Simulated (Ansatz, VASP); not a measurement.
One calculation of BeTe, two programs

```xyz
2
Lattice="0.0000 2.5593 2.5593 2.5593 0.0000 2.5593 2.5593 2.5593 0.0000" Properties=species:S:1:pos:R:3 pbc="T T T"
Be    0.0000    0.0000    0.0000
Te    2.5593    2.5593    2.5593
```

Change from the starting cell: volume scaled by 0.9, PAW files.

Alike in both runs: task single point; functional PBEsol; k mesh 15 × 15 × 15; occupations fermi-dirac, width 0.08 eV; no spin polarisation.

|  | VASP | Ansatz |
| --- | --- | --- |
| version | VASP 6.6.1 | Ansatz 0.2.0 |
| potentials or method | VASP PAW PBE potentials, release 64 (Be, Te) | PAW with Ansatz's default frozen-core files, scalar-relativistic |
| plane-wave cutoff (eV) | 520 | 420 |
| valence electrons in the cell | 8 | 18 |

```tsv
	VASP	Ansatz	Ansatz less VASP
pressure (GPa)	9.9	9.5	-0.34
```

VASP's potentials were made for PBE, not for PBEsol. VASP's potentials hold 8 valence electrons a cell and Ansatz's 18, so a difference there can come from the potentials and not from the codes.

Spin-orbit coupling is off throughout.
